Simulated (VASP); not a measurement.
# TiN (Osbornite) (Fm-3m) in VASP: further runs

TiN (Osbornite) is run at these levels: PBE; tasks: single point, relaxation of cell and atoms.

Program: VASP 6.6.1. These are calculated values, not measurements. Logs are shortened: lines on timing, memory, paths and dates and some standing lists are left out, and cuts for length are marked.

### Step 1. The cell of the first run

It takes space group Fm-3m (No. 225, cubic). Conventional cell: a = 4.247 Å, b = 4.247 Å, c = 4.247 Å, α = 90.00°, β = 90.00°, γ = 90.00°. Ti (site symmetry m-3m) has 6 N at 2.12 Å within 2.8 Å. Within 2.8 Å of N (site symmetry m-3m) lie 6 Ti at 2.12 Å.

### Step 2. Single point, PBE

File INCAR:

```
  PREC = Accurate
  ENCUT = 520
  EDIFF = 1E-7
  ISMEAR = 1
  SIGMA = 0.05
  LREAL = F
  LASPH = T
  NELM = 100
  ALGO = Normal
  ISIF = 2
  LWAVE = F
  LCHARG = F
  GGA = PE
  NBANDS = 16
```

File KPOINTS:

```
regular mesh
0
Gamma
  12 12 12
```

File POSCAR:

```
TiN
1.0
    0.0000000000      2.1233497704      2.1233497704
    2.1233497704      0.0000000000      2.1233497704
    2.1233497704      2.1233497704      0.0000000000
Ti N
1 1
Direct
    0.0000000000      0.0000000000      0.0000000000
    0.5000000000      0.5000000000      0.5000000000
```

Potentials or basis: VASP PAW PBE potentials, release 64 (Ti_sv, N).

On the command line:

```
> cat potpaw_PBE.64/Ti_sv/POTCAR potpaw_PBE.64/N/POTCAR > POTCAR
> mpirun -np 1 vasp_std > vasp.out
```

OUTCAR:

```text
PREC = Accurate
   ENCUT = 520
   EDIFF = 1E-7
   ISMEAR = 1
   LREAL = F
   LASPH = T
   NELM = 100
   ISIF = 2
   GGA = PE

 ion  position               nearest neighbor table
   1  0.000  0.000  0.000-   2 2.12   2 2.12   2 2.12   2 2.12   2 2.12   2 2.12
   2  0.500  0.500  0.500-   1 2.12   1 2.12   1 2.12   1 2.12   1 2.12   1 2.12

  LATTYP: Found a face centered cubic cell.
 ALAT       =     4.2466995408

  Lattice vectors:

 A1 = (   0.0000000000,   2.1233497704,   2.1233497704)
 A2 = (   2.1233497704,   0.0000000000,   2.1233497704)
 A3 = (   2.1233497704,   2.1233497704,   0.0000000000)

Analysis of symmetry for initial positions (statically):
=====================================================================
 Subroutine PRICEL returns:
 Original cell was already a primitive cell.

 Routine SETGRP: Setting up the symmetry group for a
 face centered cubic supercell.

 Subroutine GETGRP returns: Found 48 space group operations
 (whereof 48 operations were pure point group operations)
 out of a pool of 48 trial point group operations.

The static configuration has the point symmetry O_h .

Analysis of symmetry for dynamics (positions and initial velocities):
=====================================================================
 Subroutine PRICEL returns:
 Original cell was already a primitive cell.

 Routine SETGRP: Setting up the symmetry group for a
 face centered cubic supercell.

 Subroutine GETGRP returns: Found 48 space group operations
 (whereof 48 operations were pure point group operations)
 out of a pool of 48 trial point group operations.

The dynamic configuration has the point symmetry O_h .

 Subroutine INISYM returns: Found 48 space group operations
 (whereof 48 operations are pure point group operations),
 and found     1 'primitive' translations

----------------------------------------------------------------------------------------

                                     Primitive cell

  volume of cell :      19.1467

  direct lattice vectors                    reciprocal lattice vectors
     0.000000000  2.123349770  2.123349770    -0.235476984  0.235476984  0.235476984
     2.123349770  0.000000000  2.123349770     0.235476984 -0.235476984  0.235476984
     2.123349770  2.123349770  0.000000000     0.235476984  0.235476984 -0.235476984

  length of vectors
     3.002870043  3.002870043  3.002870043     0.407858100  0.407858100  0.407858100

  position of ions in fractional coordinates (direct lattice)
     0.000000000  0.000000000  0.000000000
     0.500000000  0.500000000  0.500000000

  ion indices of the primitive-cell ions
   primitive index   ion index
                 1           1
                 2           2

----------------------------------------------------------------------------------------

 KPOINTS: regular mesh

Automatic generation of k-mesh.
 Grid dimensions read from file:
 generate k-points for:   12   12   12

 Generating k-lattice:

  Cartesian coordinates                     Fractional coordinates (reciprocal lattice)
    -0.019623082  0.019623082  0.019623082     0.083333333  0.000000000  0.000000000
     0.019623082 -0.019623082  0.019623082     0.000000000  0.083333333  0.000000000
     0.019623082  0.019623082 -0.019623082     0.000000000  0.000000000  0.083333333

  Length of vectors
     0.033988175  0.033988175  0.033988175

  Shift w.r.t. Gamma in fractional coordinates (k-lattice)
     0.000000000  0.000000000  0.000000000

 Subroutine IBZKPT returns following result:
 ===========================================

 Found     72 irreducible k-points:

 Following reciprocal coordinates:
            Coordinates               Weight
  0.000000  0.000000  0.000000      1.000000
  0.083333  0.000000  0.000000      8.000000
  0.166667  0.000000  0.000000      8.000000
  0.250000  0.000000  0.000000      8.000000
  0.333333  0.000000  0.000000      8.000000
  0.416667  0.000000  0.000000      8.000000
[... 16 lines left out ...]
  0.500000  0.166667  0.000000     24.000000
 -0.416667  0.166667  0.000000     24.000000
 [... further k-points ...]
   k-points           NKPTS =     72   k-points in BZ     NKDIM =     72   number of bands    NBANDS=     16
   number of dos      NEDOS =    301   number of ions     NIONS =      2
   total plane-waves  NPLWV =  13824
   dimension x,y,z NGX =    24 NGY =   24 NGZ =   24
   dimension x,y,z NGXF=    48 NGYF=   48 NGZF=   48
   ions per type =               1   1
   NGX,Y,Z   is equivalent  to a cutoff of  13.29, 13.29, 13.29 a.u.
   NGXF,Y,Z  is equivalent  to a cutoff of  26.57, 26.57, 26.57 a.u.
 SYSTEM =  unknown system
   PREC   = accura    normal or accurate (medium, high low for compatibility)
   ISTART =      0    job   : 0-new  1-cont  2-samecut
   ICHARG =      2    charge: 1-file 2-atom 10-const
   ISPIN  =      1    spin polarized calculation?
   LNONCOLLINEAR =      F non collinear calculations
   LSORBIT =      F    spin-orbit coupling
   LASPH  =      T    aspherical Exc in radial PAW
   ENCUT  =  520.0 eV  38.22 Ry    6.18 a.u.   5.58  5.58  5.58*2*pi/ulx,y,z
   NELM   =    100;   NELMIN=  2; NELMDL= -5     # of ELM steps
   EDIFF  = 0.1E-06   stopping-criterion for ELM
   LREAL  =      F    real-space projection
   EDIFFG = 0.1E-05   stopping-criterion for IOM
   NSW    =      0    number of steps for IOM
   IBRION =     -1    ionic relax: 0-MD 1-quasi-New 2-CG
   NFREE  =      0    steps in history (QN), initial steepest desc. (CG)
   ISIF   =      2    stress and relaxation
   ISYM   =      2    0-nonsym 1-usesym 2-fastsym
   POTIM  = 0.5000    time-step for ionic-motion
   TEBEG  =    0.0;   TEEND  =   0.0 temperature during run
   PSTRESS=    0.0 pullay stress
   NELECT =      17.0000    total number of electrons
   NUPDOWN=      -1.0000    fix difference up-down
   EMIN   =  10.00;   EMAX   =-10.00  energy-range for DOS
   EFERMI =   0.00;   METHOD = LEGACY
   ISMEAR =     1;   SIGMA  =   0.05  broadening in eV -4-tet -1-fermi 0-gaus
   EFERMI_NEDOS =   21; number of points for ismear=-14 and -15
   IALGO  =     38    algorithm
   IMIX   =      4    mixing-type and parameters
     AMIX     =   0.40;   BMIX     =  1.00
     AMIX_MAG =   1.60;   BMIX_MAG =  1.00
  volume/ion in A,a.u.               =       9.57        64.60
  Fermi-wavevector in a.u.,A,eV,Ry     =   1.573474  2.973435 33.685586  2.475821
  Thomas-Fermi vector in A             =   2.674753
   LORBIT       =      0    0 simple, 1 ext, 2 COOP (PROOUT), +10 PAW based schemes
   GGA     = PE    functional components
   LHFCALC =     F    Hartree Fock is set to
   AEXX    =    0.0000 exact exchange contribution
   IVDW    =     0    specifies the selected vdW correction
   LEPSILON=     F    determine dielectric tensor
   LRPA    =     F    only Hartree local field effects (RPA)
 non-spin polarized calculation
 Methfessel and Paxton  Order N= 1 SIGMA  =   0.05
  energy-cutoff  :      520.00
  volume of cell :       19.15
 maximum number of plane-waves:       532
 NGX is ok and might be reduce to    24
   NGX = 11   NGY = 11   NGZ = 11

 number of electron      17.0000002 magnetization

 Free energy of the ion-electron system (eV)
  ---------------------------------------------------
  ext. energy  EPLUGINS =         0.00000000
  ---------------------------------------------------
  free energy    TOTEN  =       -19.63759597 eV

  energy without entropy =      -19.63719341  energy(sigma->0) =      -19.63746178

 E-fermi :  11.3490     XC(G=0): -13.0011

 val. band max:       11.3412294819   @ k =   0.5000   0.2500   0.0833
 cond. band min:      11.3514796300   @ k =   0.1667   0.0000   0.0000
 fundamental gap:      0.0102501481
 Fermi energy:        11.3489716799

 k-point     1 :       0.0000    0.0000    0.0000
  band No.  band energies     occupation
      1     -46.4812      2.00000
      2     -22.4629      2.00000
      3     -22.4629      2.00000
      4     -22.4629      2.00000
      5      -5.6793      2.00000
      6       9.3622      2.00000
[... 8 lines left out ...]
     15      24.5626      0.00000
     16      31.0941      0.00000

 k-point     2 :       0.0833    0.0000    0.0000
  band No.  band energies     occupation
      1     -46.4749      2.00000
      2     -22.5074      2.00000
      3     -22.4666      2.00000
      4     -22.4666      2.00000
      5      -5.5454      2.00000
      6       8.6373      2.00000
[... 8 lines left out ...]
     15      24.6499      0.00000
     16      30.9051      0.00000

 k-point     3 :       0.1667    0.0000    0.0000
  band No.  band energies     occupation
      1     -46.4576      2.00000
      2     -22.6275      2.00000
      3     -22.4768      2.00000
      4     -22.4768      2.00000
      5      -5.1668      2.00000
      6       7.2922      2.00000
[... 8 lines left out ...]
     15      24.6139      0.00000
     16      30.1899      0.00000

 k-point     4 :       0.2500    0.0000    0.0000
  band No.  band energies     occupation
      1     -46.4338      2.00000
      2     -22.7879      2.00000
      3     -22.4906      2.00000
      4     -22.4906      2.00000
      5      -4.6096      2.00000
      6       5.8702      2.00000
[... 8 lines left out ...]
     15      24.2704      0.00000
     16      28.8961      0.00000

 k-point     5 :       0.3333    0.0000    0.0000
  band No.  band energies     occupation
      1     -46.4100      2.00000
      2     -22.9442      2.00000
      3     -22.5044      2.00000
      4     -22.5044      2.00000
      5      -3.9837      2.00000
      6       4.6033      2.00000
[... 8 lines left out ...]
     15      24.2926      0.00000
     16      27.4517      0.00000

 k-point     6 :       0.4167    0.0000    0.0000
  band No.  band energies     occupation
      1     -46.3924      2.00000
      2     -23.0562      2.00000
      3     -22.5144      2.00000
      4     -22.5144      2.00000
      5      -3.4549      2.00000
      6       3.6890      2.00000
[... 8 lines left out ...]
     15      24.8035      0.00000
     16      26.3379      0.00000

 k-point     7 :       0.5000    0.0000    0.0000
  band No.  band energies     occupation
      1     -46.3860      2.00000
      2     -23.0967      2.00000
      3     -22.5181      2.00000
      4     -22.5181      2.00000
      5      -3.2384      2.00000
      6       3.3446      2.00000
[... 8 lines left out ...]
     15      25.0969      0.00000
     16      25.9144      0.00000

 k-point     8 :       0.0833    0.0833    0.0000
  band No.  band energies     occupation
      1     -46.4728      2.00000
      2     -22.5049      2.00000
      3     -22.4764      2.00000
      4     -22.4764      2.00000
      5      -5.5051      2.00000
      6       8.1226      2.00000
[... 8 lines left out ...]
     15      24.7088      0.00000
     16      30.5490      0.00000

 k-point     9 :       0.1667    0.0833    0.0000
  band No.  band energies     occupation
      1     -46.4592      2.00000
      2     -22.5935      2.00000
      3     -22.4919      2.00000
      4     -22.4824      2.00000
      5      -5.2210      2.00000
      6       7.1316      2.00000
[... 8 lines left out ...]
     15      24.7752      0.00000
     16      29.9128      0.00000
[... 172 lines left out ...]
 k-point    19 :       0.1667    0.1667    0.0000
  band No.  band energies     occupation
      1     -46.4498      2.00000
      2     -22.6141      2.00000
      3     -22.5134      2.00000
      4     -22.5134      2.00000
      5      -5.0642      2.00000
      6       6.4319      2.00000
[... 8 lines left out ...]
     15      25.0293      0.00000
     16      29.5525      0.00000

 k-point    20 :       0.2500    0.1667    0.0000
  band No.  band energies     occupation
      1     -46.4319      2.00000
      2     -22.7141      2.00000
      3     -22.5356      2.00000
      4     -22.5297      2.00000
      5      -4.7307      2.00000
      6       5.7164      2.00000
[... 8 lines left out ...]
     15      24.9405      0.00000
     16      28.5620      0.00000

 k-point    21 :       0.3333    0.1667    0.0000
  band No.  band energies     occupation
      1     -46.4103      2.00000
      2     -22.8420      2.00000
      3     -22.5525      2.00000
      4     -22.5499      2.00000
      5      -4.2908      2.00000
      6       5.0726      2.00000
[... 8 lines left out ...]
     15      24.4664      0.00000
     16      27.1470      0.00000

 k-point    22 :       0.4167    0.1667    0.0000
  band No.  band energies     occupation
      1     -46.3907      2.00000
      2     -22.9541      2.00000
      3     -22.5781      2.00000
      4     -22.5597      2.00000
      5      -3.8454      2.00000
      6       4.4992      2.00000
[... 8 lines left out ...]
     15      24.3196      0.00000
     16      26.0433      0.00000

 k-point    23 :       0.5000    0.1667    0.0000
  band No.  band energies     occupation
      1     -46.3784      2.00000
      2     -23.0213      2.00000
      3     -22.6073      2.00000
      4     -22.5552      2.00000
      5      -3.5198      2.00000
      6       4.0634      2.00000
[... 8 lines left out ...]
     15      24.5195      0.00000
     16      25.3549      0.00000

 k-point    24 :      -0.4167    0.1667    0.0000
  band No.  band energies     occupation
      1     -46.3768      2.00000
      2     -23.0283      2.00000
      3     -22.6282      2.00000
      4     -22.5402      2.00000
      5      -3.4335      2.00000
      6       3.9332      2.00000
[... 8 lines left out ...]
     15      24.3306      0.00000
     16      25.3548      0.00000

 [... further k-points ...]
[... 5 lines left out ...]
  --------------------------------------------------------------------------------------
  -------------------------------------------------------------------------------------
  Total        0.0565965      0.0565965      0.0565965      0.0000000     -0.0000000      0.0000000
  in kB        4.7359332      4.7359332      4.7359332      0.0000000     -0.0000000      0.0000000
  external PRESSURE =       4.7359332 kB  Pullay stress =       0.0000000 kB

 VOLUME and BASIS-vectors are now :
 -----------------------------------------------------------------------------
  energy-cutoff  :      520.00
  volume of cell :       19.15
      direct lattice vectors                 reciprocal lattice vectors
     0.000000000  2.123349770  2.123349770    -0.235476984  0.235476984  0.235476984
     2.123349770  0.000000000  2.123349770     0.235476984 -0.235476984  0.235476984
     2.123349770  2.123349770  0.000000000     0.235476984  0.235476984 -0.235476984

 POSITION                                       TOTAL-FORCE (eV/Angst)
 -----------------------------------------------------------------------------------
      0.00000      0.00000      0.00000         0.000000     -0.000000     -0.000000
      2.12335      2.12335      2.12335        -0.000000      0.000000      0.000000
 -----------------------------------------------------------------------------------
    total drift:                                0.000000     -0.000000     -0.000000

  FREE ENERGIE OF THE ION-ELECTRON SYSTEM (eV)
  ---------------------------------------------------
  free  energy   TOTEN  =       -19.6375959699 eV

  energy  without entropy=      -19.6371934144  energy(sigma->0) =      -19.63746178
```

Wall time 9.3 s (1 thread of Intel Xeon 6975P-C (Granite Rapids), shared host); peak memory 0.15 GiB.

Results:

- Free energy: -19.6376 eV
- Pressure: 0.5 GPa

### Step 3. Single point, PBE

This run uses another cell than the first one, of 9.51 Å³/atom, 0.993 times its volume.

File INCAR:

```
PREC = Accurate ; ENCUT = 520
EDIFF = 1E-6 ; ISMEAR = 1
SIGMA = 0.05 ; LREAL = F
LASPH = T ; NELM = 100
ALGO = Normal ; ISIF = 2
LWAVE = F ; LCHARG = F
GGA = PE ; NBANDS = 16
```

KPOINTS is that of step 2.

File POSCAR:

```
TiN
1.0
    0.0000000000      2.1183354520      2.1183354520
    2.1183354520      0.0000000000      2.1183354520
    2.1183354520      2.1183354520      0.0000000000
Ti N
1 1
Direct
    0.0000000000      0.0000000000      0.0000000000
    0.5000000000      0.5000000000      0.5000000000
```

Potentials or basis: VASP PAW PBE potentials, release 64 (Ti_sv, N).

On the command line:

```
> cat potpaw_PBE.64/Ti_sv/POTCAR potpaw_PBE.64/N/POTCAR > POTCAR
> mpirun -np 1 vasp_std > vasp.out
```

Wall time 8.6 s (1 thread of Intel Xeon 6975P-C (Granite Rapids), shared host); peak memory 0.15 GiB.

The run converged. Its results:

```yaml
Free_energy: -19.6362 eV
Pressure: 2.4 GPa
```

Levels at points of the mesh, in eV from the Fermi level:
```
           k point  band 5  band 6  band 7  band 8  band 9  band 10  band 11  band 12  band 13  band 14
(0.00, 0.00, 0.00)  -17.07   -2.00   -2.00   -2.00   -0.57    -0.57    -0.57     0.63     0.63     5.50
(0.50, 0.00, 0.00)  -14.60   -8.05   -5.45   -5.45    1.74     1.74     2.41     5.80     5.80     6.14
(0.50, 0.50, 0.00)  -15.66   -5.79   -3.19   -3.19   -3.03     1.69     2.44     2.44     3.68    10.72
```

### Step 4. Relaxation of cell and atoms, PBE

This run uses another cell than the first one, of 9.51 Å³/atom, 0.994 times its volume.

File INCAR:

```
ALGO = Normal
EDIFF = 1E-6
EDIFFG = -0.005
ENCUT = 600
GGA = PE
IBRION = 2
ISIF = 3
ISMEAR = 1
LASPH = True
LCHARG = False
LREAL = False
LWAVE = False
NELM = 100
NSW = 80
PREC = Accurate
SIGMA = 0.05
```

File KPOINTS:

```
k-points
0
Gamma
  12 12 12
```

File POSCAR:

```
TiN
1.0
    0.0000000000      2.1190000000      2.1190000000
    2.1190000000      0.0000000000      2.1190000000
    2.1190000000      2.1190000000      0.0000000000
Ti N
1 1
Direct
    0.0000000000      0.0000000000      0.0000000000
    0.5000000000      0.5000000000      0.5000000000
```

On the command line:

```
> cat potpaw_PBE.64/Ti_sv/POTCAR potpaw_PBE.64/N/POTCAR > POTCAR
> mpirun -np 1 vasp_std > vasp.out
```

Wall time 17 s (1 thread of Intel Xeon 6975P-C (Granite Rapids), shared host); peak memory 0.15 GiB.

It converged, with:

* Free energy: -19.6388 eV
* Relaxed volume: 9.59 Å³/atom
* Relaxed cell: a = 3.004 Å, b = 3.004 Å, c = 3.004 Å, α = 60.00°, β = 60.00°, γ = 60.00°
* Space group after relaxing (to 0.05 Å): Fm-3m (No. 225)
* Energy gained by relaxing: 0.5 meV/atom
* Ionic steps: 3
* Pressure after relaxing: 0.0 GPa

Step by step:
| step | energy change (eV) | largest force (eV/Å) | pressure (GPa) | volume (Å³) |
| --- | --- | --- | --- | --- |
| 1 | 0.0000 | 0.0000 | 2.04 | 19.03 |
| 2 | 0.0007 | 0.0000 | -2.68 | 19.37 |
| 3 | -0.0009 | 0.0000 | -0.01 | 19.17 |

Final structure:
```
Ti N
1.0
     0.00000    2.12427    2.12427
     2.12427    0.00000    2.12427
     2.12427    2.12427    0.00000
Ti N
1 1
Direct
  0.00000 0.00000 0.00000
  0.50000 0.50000 0.50000
```

Levels at points of the mesh, in eV from the Fermi level:
| k point | band 5 | band 6 | band 7 | band 8 | band 9 | band 10 | band 11 | band 12 |
| --- | --- | --- | --- | --- | --- | --- | --- | --- |
| (0.00, 0.00, 0.00) | -17.02 | -1.98 | -1.98 | -1.98 | -0.56 | -0.56 | -0.56 | 0.62 |
| (0.50, 0.00, 0.00) | -14.59 | -8.00 | -5.40 | -5.40 | 1.71 | 1.71 | 2.38 | 5.74 |
| (0.50, 0.50, 0.00) | -15.61 | -5.77 | -3.17 | -3.17 | -2.99 | 1.67 | 2.41 | 2.41 |

### Step 5. The runs side by side

| task | cell | cutoff (eV) | gap on the mesh (eV) | pressure (GPa) |
| --- | --- | --- | --- | --- |
| single point | a = 3.003 Å, angles 60.0°, 2 atoms | 520 | none | 0.5 |
| single point | a = 2.996 Å, angles 60.0°, 2 atoms | 520 | none | 2.4 |
| relaxation of cell and atoms | relaxed from a = 2.997 Å, angles 60.0°, 2 atoms | 600 | none | 0.0 |

Alike in all rows: level PBE; potentials or basis VASP PAW PBE potentials, release 64 (Ti_sv, N); no spin polarisation; k mesh 12 × 12 × 12; smearing methfessel-paxton 0.05 eV.

Absolute energies hang on the potentials; compare differences alone.
